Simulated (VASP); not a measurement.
Crystal: SnAs2H4N2.

```xyz
9
Lattice="0.0000 3.4569 0.0000 5.6892 -1.7285 0.0000 1.4527 0.0000 -5.1635" Properties=species:S:1:pos:R:3 pbc="T T T"
Sn    0.0000    0.0000    0.0000
As    5.4323    1.7285   -3.8917
As    1.7095    0.0000   -1.2718
N     2.3335    1.7285   -3.9790
N     4.8084    0.0000   -1.1845
H     2.0738    1.7285   -2.9225
H     5.0680    0.0000   -2.2410
H     3.4146    1.7285   -4.0079
H     3.7273    0.0000   -1.1556
```

```yaml
Program: VASP 6.6.1
Task: relaxation of cell and atoms
Functional: PBE
Potentials_or_basis: VASP PAW PBE potentials, release 64 (Sn_d, As, N, H)
Cutoff: 600 eV
k_mesh: 6 × 6 × 4
Occupations: fermi-dirac, width 0.1 eV
Spin: no spin polarisation
```

At the start: pressure 25.0 GPa; volume 11.28 Å³/atom.

Task: How do energy, volume and symmetry change on relaxing?

Result: Over 69 steps the energy falls by 719.9 meV/atom and the volume is 13.29 Å³/atom (+17.8 %); space group C2/m (No. 12, to 0.1 Å) before and after.

The path:
```
step  energy change (eV)  largest force (eV/Å)  pressure (GPa)  volume (Å³)
   1              0.0000                9.2751           24.97       101.55
   3             -4.0808                2.3636           -3.36       114.47
   5             -4.0874                2.3263           -2.74       113.78
   7             -4.7408                2.6720            3.17       111.98
   9             -5.6553                1.9393            6.41       112.94
  11             -5.8509                2.0921            3.50       116.17
  13             -6.2224                0.6051           -1.40       124.77
  15             -6.2882                0.5134           -1.26       124.76
  17             -6.3673                0.6886            0.52       122.94
  19             -6.3863                0.2127            0.20       123.19
  21             -6.3984                0.1846           -0.20       123.30
  23             -6.4018                0.2088           -0.23       123.20
  25             -6.4078                0.8053            0.49       122.01
  27             -6.4116                0.5087            0.26       122.40
  29             -6.4198                0.3146            0.46       122.07
  31             -6.4260                0.2342            0.87       121.43
  33             -6.4381                0.1846            0.46       121.65
  35             -6.4466                0.1639           -1.38       122.58
  37             -6.4577                0.1977           -0.34       121.83
  39             -6.4626                0.2958           -0.05       121.28
  41             -6.4675                0.4240            0.37       119.53
  43             -6.4721                0.1545            0.09       120.03
  45             -6.4731                0.1302            0.04       119.98
  47             -6.4748                0.1325           -0.01       119.88
  49             -6.4754                0.0503           -0.12       119.85
  51             -6.4760                0.0797           -0.10       119.69
  53             -6.4766                0.0462            0.09       119.50
  55             -6.4768                0.0343            0.08       119.46
  57             -6.4772                0.0584            0.02       119.43
  59             -6.4774                0.0426            0.01       119.45
  61             -6.4779                0.0500           -0.04       119.52
  63             -6.4780                0.1328           -0.15       119.60
  65             -6.4784                0.0806           -0.07       119.57
  67             -6.4790                0.0511            0.19       119.54
  69             -6.4791                0.0256            0.13       119.60
```

Final structure:
```cif
data_structure
_symmetry_space_group_name_H-M 'P 1'
_symmetry_Int_Tables_number 1
_cell_length_a 3.2017
_cell_length_b 6.9849
_cell_length_c 6.3558
_cell_angle_alpha 60.705
_cell_angle_beta 90.000
_cell_angle_gamma 103.249
_cell_volume 119.60
loop_
_atom_site_label
_atom_site_type_symbol
_atom_site_fract_x
_atom_site_fract_y
_atom_site_fract_z
_atom_site_occupancy
Sn1 Sn 0.00000 0.00000 0.00000 1
As1 As 0.90926 0.81851 0.70128 1
As2 As 0.09074 0.18149 0.29872 1
N1 N 0.62093 0.24186 0.78243 1
N2 N 0.37907 0.75814 0.21757 1
H1 H 0.63854 0.27708 0.60502 1
H2 H 0.36146 0.72292 0.39498 1
H3 H 0.69627 0.39254 0.78446 1
H4 H 0.30373 0.60746 0.21554 1
```

Caveat: the volume moved by over 15 % at a fixed basis, so the end points are rough.
